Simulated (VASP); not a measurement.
# CoSn3 (Fm-3m) in VASP: a series of runs, part 2 of 2

VASP 6.6.1. The steps go on from the part before.

## (5) Single point, r2SCAN, collinear spin, ferromagnetic start

POSCAR

```
CoSn3
1.0
    0.0000000000      3.6010275214      3.6010275214
    3.6010275214      0.0000000000      3.6010275214
    3.6010275214      3.6010275214      0.0000000000
Sn Co
3 1
Direct
    0.2500000000      0.2500000000      0.2500000000
    0.7500000000      0.7500000000      0.7500000000
    0.5000000000      0.5000000000      0.5000000000
    0.0000000000      0.0000000000      0.0000000000
```

INCAR.step1

```
SYSTEM = CoSn3
  PREC = Accurate
  ENCUT = 520
  ISMEAR = 0
  SIGMA = 0.1
  LREAL = .False.
  LASPH = .True.
  NELM = 150
  ISPIN = 2
  MAGMOM = 0 0 0 3.5
  LMAXMIX = 4
  NBANDS = 38
  GGA = PE
  ALGO = Normal
  EDIFF = 1E-4
  LWAVE = .True.
  LCHARG = .False.
```

INCAR.step2

```
SYSTEM = CoSn3
  PREC = Accurate
  ENCUT = 520
  EDIFF = 1E-7
  ISMEAR = 0
  SIGMA = 0.1
  LREAL = .False.
  LASPH = .True.
  NELM = 150
  ALGO = Normal
  ISIF = 2
  LWAVE = .False.
  LCHARG = .True.
  ISPIN = 2
  MAGMOM = 0 0 0 3.5
  LORBIT = 11
  LMAXMIX = 4
  METAGGA = R2SCAN
  LMIXTAU = .True.
  LELF = .True.
  LVHAR = .True.
  NBANDS = 38
  ISTART = 1
```

KPOINTS

```
regular mesh
0
Gamma
  10 10 10
  0 0 0
```

Potentials or basis: VASP PAW PBE potentials, release 64 (Sn_d, Co).

Run with:

```
> cat potpaw_PBE.64/Sn_d/POTCAR potpaw_PBE.64/Co/POTCAR > POTCAR
> cp INCAR.step1 INCAR
> mpirun -np 1 vasp_std > vasp.out
> cp INCAR.step2 INCAR
> mpirun -np 1 vasp_std > vasp.out
```

OUTCAR:

```text
SYSTEM = CoSn3
   PREC = Accurate
   ENCUT = 520
   EDIFF = 1E-7
   ISMEAR = 0
   LREAL = .False.
   LASPH = .True.
   NELM = 150
   ISIF = 2
   ISPIN = 2
   LORBIT = 11
   METAGGA = R2SCAN
   ISTART = 1

 ion  position               nearest neighbor table
   1  0.250  0.250  0.250-   3 3.12   4 3.12   4 3.12   4 3.12   4 3.12   3 3.12   3 3.12   3 3.12
                             2 3.60   2 3.60   2 3.60   2 3.60   2 3.60   2 3.60
   2  0.750  0.750  0.750-   3 3.12   4 3.12   3 3.12   3 3.12   3 3.12   4 3.12   4 3.12   4 3.12
                             1 3.60   1 3.60   1 3.60   1 3.60   1 3.60   1 3.60
   3  0.500  0.500  0.500-   1 3.12   2 3.12   1 3.12   1 3.12   1 3.12   2 3.12   2 3.12   2 3.12

   4  0.000  0.000  0.000-   1 3.12   2 3.12   2 3.12   2 3.12   2 3.12   1 3.12   1 3.12   1 3.12
[... 2157 lines left out ...]
     3.601027521  3.601027521  0.000000000     0.138849258  0.138849258 -0.138849258

 POSITION                                       TOTAL-FORCE (eV/Angst)
 -----------------------------------------------------------------------------------
      1.80051      1.80051      1.80051         0.000000      0.000000      0.000000
      5.40154      5.40154      5.40154        -0.000000     -0.000000     -0.000000
      3.60103      3.60103      3.60103         0.000000      0.000000      0.000000
      0.00000      0.00000      0.00000         0.000000      0.000000      0.000000
 -----------------------------------------------------------------------------------
    total drift:                               -0.000000     -0.000000      0.000000

  FREE ENERGIE OF THE ION-ELECTRON SYSTEM (eV)
  ---------------------------------------------------
  free  energy   TOTEN  =       -84.9361125122 eV

  energy  without entropy=      -84.9148754592  energy(sigma->0) =      -84.92549399

 total charge

# of ion       s       p       d       tot
------------------------------------------
    1        1.227   1.002   9.982  12.211
    2        1.227   1.002   9.982  12.211
    3        1.266   0.963  10.000  12.229
    4        0.351   0.192   7.215   7.757
--------------------------------------------------
tot          4.070   3.158  37.179  44.407

 magnetization (x)

# of ion       s       p       d       tot
------------------------------------------
    1        0.012  -0.100  -0.002  -0.091
    2        0.012  -0.100  -0.002  -0.091
    3       -0.026   0.058  -0.006   0.027
    4        0.025  -0.004   1.965   1.986
--------------------------------------------------
tot          0.023  -0.146   1.954   1.831
```

OSZICAR.step1:

```text
N       E                     dE             d eps       ncg     rms          rms(c)
DAV:   1     0.504392809757E+03    0.50439E+03   -0.23605E+04  7506   0.206E+03
DAV:   2     0.558392575478E+02   -0.44855E+03   -0.43169E+03  7144   0.541E+02
DAV:   3    -0.149541597973E+02   -0.70793E+02   -0.68693E+02  7820   0.177E+02
DAV:   4    -0.183983450366E+02   -0.34442E+01   -0.34266E+01  8184   0.423E+01
DAV:   5    -0.185211634876E+02   -0.12282E+00   -0.12280E+00  9984   0.751E+00    0.171E+01
DAV:   6    -0.422103691886E+02   -0.23689E+02   -0.79292E+01  8698   0.795E+01    0.545E+01
DAV:   7    -0.210525094475E+02    0.21158E+02   -0.25176E+01  7850   0.400E+01    0.226E+01
DAV:   8    -0.167823058944E+02    0.42702E+01   -0.50903E+00  8542   0.222E+01    0.601E+00
DAV:   9    -0.167907173192E+02   -0.84114E-02   -0.71073E-01  8234   0.372E+00    0.286E+00
DAV:  10    -0.167571235892E+02    0.33594E-01   -0.99492E-02  9472   0.190E+00    0.667E-01
DAV:  11    -0.167609343404E+02   -0.38108E-02   -0.26529E-02  8408   0.872E-01    0.713E-01
DAV:  12    -0.167584570134E+02    0.24773E-02   -0.75834E-03  7400   0.645E-01    0.186E-01
DAV:  13    -0.167584101580E+02    0.46855E-04   -0.55738E-04  6484   0.158E-01
   1 F= -.16758410E+02 E0= -.16749135E+02  d E =-.185501E-01  mag=     1.0637
```

It took 43 min on 1 thread of Oxide Virtual Turin-like, shared host; peak memory 0.44 GiB.

What came out:

* Free energy: -84.9361 eV
* Pressure: -1.7 GPa
* Net moment: 1.62 μB per cell
* Site moments: Sn -0.09, +0.03 (each value once); Co +1.99 μB
* Valence electrons inside the program's atomic spheres: Sn 12.21, 12.23 (each value once); Co 7.76

Caveat: the PAW data sets were made with another functional, which shifts forces and pressure a little.

## (6) Overview

```tsv
spin	fixed moment (μB)	pressure (GPa)	moment (μB)
collinear	3.0	0.9	3.00
collinear, ferromagnetic start	2.25	0.2	2.25
collinear	0.75	-2.8	0.75
collinear, ferromagnetic start	-	-1.7	1.62
```

Alike in all rows: task single point; level r2SCAN; potentials or basis VASP PAW PBE potentials, release 64 (Sn_d, Co); cell as given; k mesh 10 × 10 × 10; cutoff (eV) 520; smearing gaussian 0.1 eV.

Caveats: the PAW data sets were made with another functional, which shifts forces and pressure a little; the total moment is fixed, so each spin has its own Fermi level (at least some runs).

Total energies depend on the potentials used, so only differences within one code and one set of settings carry meaning.
